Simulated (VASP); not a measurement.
A run of VASP 6.6.1:

Contents of INCAR:

```
PREC     = Accurate       # precision mode
ENCUT    = 520            # plane-wave cutoff, eV
EDIFF    = 1E-6           # SCF threshold, eV
ISMEAR   = 0              # smearing method
SIGMA    = 0.15           # smearing width, eV
LREAL    = F              # projectors in reciprocal space
LASPH    = T              # aspherical terms in the spheres
NELM     = 60             # most SCF steps
ALGO     = Fast           # electronic algorithm
ISIF     = 2              # what is computed and relaxed
LWAVE    = F              # write WAVECAR
LCHARG   = F              # write CHGCAR
GGA      = PE             # functional
NBANDS   = 17             # bands
```

File KPOINTS:

```
Automatic mesh
0
Gamma
  18 18 10
```

Contents of POSCAR:

```
Pt
1.0
    2.7585396147      0.0000000000      0.0000000000
   -1.3792698074      2.2695171145      0.0000000000
    0.0000000000      0.0000000000      4.7813829983
Pt
2
Direct
    0.6666666667      0.3333333333      0.7500000000
    0.3333333333      0.6666666667      0.2500000000
```

Potentials or basis: VASP PAW PBE potentials, release 64 (Pt).

Run with:

```console
$ cat potpaw_PBE.64/Pt/POTCAR > POTCAR
$ mpirun -np 1 vasp_std > vasp.out
```

Hardware: 1 thread of Intel(R) Xeon(R) Platinum 8488C (Sapphire Rapids) (shared host).

Problem. Estimate the wall time of this run.

Solution. It took 110 s on 1 thread of Intel(R) Xeon(R) Platinum 8488C (Sapphire Rapids), with other jobs on the host, peak memory 0.33 GiB. Counts: scf iterations 13, k points 546.
